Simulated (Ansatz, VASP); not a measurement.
# SnO: VASP beside Ansatz

File INCAR:

```
  PREC = Accurate
  ENCUT = 520
  EDIFF = 1E-6
  ISMEAR = 0
  SIGMA = 0.01
  LREAL = False
  LASPH = True
  NELM = 60
  ALGO = Normal
  ISIF = 2
  LWAVE = False
  LCHARG = False
  GGA = CA
  NBANDS = 28
```

File KPOINTS:

```
regular mesh
0
Gamma
  4 3 3
```

The input POSCAR:

```
SnO
1.0
    3.3550050000      0.0000000000      0.0000000000
    0.0000000000      5.6741040000      0.0000000000
    0.0000000000      0.0000000000      4.2219700000
Sn O
2 2
Direct
   -0.0047640247      0.2039704148      0.4917066832
    0.4983034062      0.7523184807     -0.0112292261
   -0.0034718725      0.8814304274      0.7343160968
    0.4959305106      0.0721438404      0.2383351674
```

Input for Ansatz:

```yaml
crystal:
  lattice:
    - [3.355005, 0.0, 0.0]
    - [0.0, 5.674104, 0.0]
    - [0.0, 0.0, 4.22197]
  atoms:
    - { symbol: Sn, position: [-0.004764024739360392, 0.20397041479863343, 0.49170668321679645] }
    - { symbol: Sn, position: [0.49830340624150166, 0.7523184807086236, -0.011229226086067003] }
    - { symbol: O, position: [-0.0034718725276091113, 0.8814304274218985, 0.7343160967876666] }
    - { symbol: O, position: [0.49593051059382637, 0.07214384039635441, 0.2383351673837065] }
kpoints:
  mp_grid:
    grid: [4, 3, 3]
hamiltonian:
  xc: lda
scf:
  occupations:
    method: fixed
output:
  forces: true
```

Alike in both runs: task single point; functional LDA; k mesh 4 × 3 × 3; no spin polarisation.

|  | VASP | Ansatz |
| --- | --- | --- |
| version | VASP 6.6.1 | Ansatz 0.2.0 |
| potentials or method | VASP PAW LDA potentials, release 64 (Sn_d, O) | plane waves, PAW |
| plane-wave cutoff (eV) | 520 | 420 |
| occupations | gaussian, width 0.01 eV | fixed |
| valence electrons in the cell | 40 | 40 |

Ansatz gave:

- rms of the force components (eV/Å): 0.042

Q: What did VASP give for the same quantities?

A: rms of the force components (eV/Å): 0.079.

LDA's correlation is that of Perdew and Zunger in VASP and of Perdew and Wang (1992) in Ansatz. Atom by atom the forces differ by 0.048 eV/Å (rms over components).

The k mesh is coarse, so the values compare programs but aren't converged.
